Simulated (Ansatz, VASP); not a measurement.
**Os: VASP beside Ansatz**

The input INCAR:

```
SYSTEM = Os
PREC = Accurate ; ENCUT = 520
EDIFF = 1E-6 ; ISMEAR = -1
SIGMA = 0.1 ; LREAL = .FALSE.
LASPH = .TRUE. ; NELM = 100
ALGO = Normal ; ISIF = 2
LWAVE = .FALSE. ; LCHARG = .FALSE.
GGA = PS ; NBANDS = 19
```

The input KPOINTS:

```
regular mesh
0
G
  10 10 13
  0 0 0
```

The input POSCAR:

```
Os
1.0
    4.2274432858      0.0000000000      0.0000000000
   -2.1137216429      3.6610732786      0.0000000000
    0.0000000000      0.0000000000      2.6567143256
Os
3
Direct
    0.0000000000      0.0000000000      1.0000000000
    0.3333333333      0.6666666667      0.5000000000
    0.6666666667      0.3333333333      0.5000000000
```

Input for Ansatz:

```yaml
crystal:
  lattice:
    - [4.2274432858, 0.0, 0.0]
    - [-2.1137216429, 3.6610732786, 0.0]
    - [0.0, 0.0, 2.6567143256]
  atoms:
    - { symbol: Os, position: [0.0, 0.0, 1.0] }
    - { symbol: Os, position: [0.3333333333, 0.6666666667, 0.5] }
    - { symbol: Os, position: [0.6666666667, 0.3333333333, 0.5] }
hamiltonian:
  xc: pbesol
  pseudopotentials:
    kind: paw
    azcp:
      Os: "pseudopotentials/Os.paw.azcp"
basis:
  ecutwfc: 420
  fft_grid_basis: typed
kpoints:
  mp_grid: { grid: [10, 10, 13], shift: [0, 0, 0] }
magnetization:
  spin_polarized: false
scf:
  occupations: { method: fermi_dirac, width: 0.1 }
  lower_state_search: "off"
output:
  stress: true
```

Alike in both runs: task single point; functional PBEsol; k mesh 10 × 10 × 13; occupations fermi-dirac, width 0.1 eV; no spin polarisation.

```csv
,VASP,Ansatz
version,VASP 6.6.1,Ansatz 0.2.0
potentials or method,"VASP PAW PBE potentials, release 64 (Os), cutoff 520 eV","plane waves (420 eV) with PAW, scalar-relativistic"
valence electrons in the cell,24,48
```

Ansatz gave:

```
pressure (GPa)                                                : 18.1
traceless stress, the component that is largest in VASP (GPa) : -1.09
```

Question: Which values does VASP return?

Answer: Pressure (GPa): 19.0; traceless stress, the component that is largest in VASP (GPa): -0.91.

VASP's potentials were made for PBE, not for PBEsol, and Ansatz warns of the same on its side. The functional is the same, so the differences come from potentials, cutoffs and numerics. VASP's potentials hold 24 valence electrons a cell and Ansatz's 48, so a difference there can come from the potentials and not from the codes.

Neither program's run includes spin-orbit coupling.
